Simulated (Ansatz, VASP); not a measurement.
Y in VASP and in Ansatz

Contents of INCAR:

```
SYSTEM = Y
PREC = Accurate ; ENCUT = 520
EDIFF = 1E-7 ; ISMEAR = -1
SIGMA = 0.1 ; LREAL = .FALSE.
LASPH = .TRUE. ; NELM = 80
ALGO = Normal ; ISIF = 2
LWAVE = .FALSE. ; LCHARG = .FALSE.
NBANDS = 18
```

KPOINTS

```
regular mesh
0
G
  10 10 6
  0 0 0
```

The input POSCAR:

```
Y
1.0
    3.5392700426      0.0000000000      0.0000000000
   -1.7696350213      3.0650977678      0.0000000000
    0.0000000000      0.0000000000      5.5248319794
Y
2
Direct
    0.3333333333      0.6666666667      0.2500000000
    0.6666666667      0.3333333333      0.7500000000
```

Input for Ansatz:

```yaml
crystal:
  lattice:
    - [3.5392700426, 0.0, 0.0]
    - [-1.7696350213, 3.0650977678, 0.0]
    - [0.0, 0.0, 5.5248319794]
  atoms:
    - { symbol: "Y", position: [0.3333333333, 0.6666666667, 0.25] }
    - { symbol: "Y", position: [0.6666666667, 0.3333333333, 0.75] }
hamiltonian:
  xc: lda
  pseudopotentials:
    kind: paw
    azcp:
      "Y": "pseudopotentials/Y.paw.azcp"
basis:
  ecutwfc: 600
  fft_grid_basis: typed
kpoints:
  mp_grid: { grid: [10, 10, 6], shift: [0, 0, 0] }
magnetization:
  spin_polarized: false
scf:
  occupations: { method: fermi_dirac, width: 0.1 }
  lower_state_search: "off"
output:
  stress: true
```

Alike in both runs: task single point; functional LDA; k mesh 10 × 10 × 6; occupations fermi-dirac, width 0.1 eV; no spin polarisation.

|  | VASP | Ansatz |
| --- | --- | --- |
| version | VASP 6.6.1 | Ansatz 0.2.0 |
| potentials or method | VASP PAW LDA potentials, release 64 (Y_sv), cutoff 520 eV | plane waves (600 eV) with PAW, scalar-relativistic |
| valence electrons in the cell | 22 | 22 |

```tsv
	VASP	Ansatz	Ansatz less VASP
pressure (GPa)	-0.1	0.0	+0.14
```

Ansatz warns that its potentials were made for another functional, while VASP's fit it. LDA's correlation is that of Perdew and Zunger in VASP and of Perdew and Wang (1992) in Ansatz.
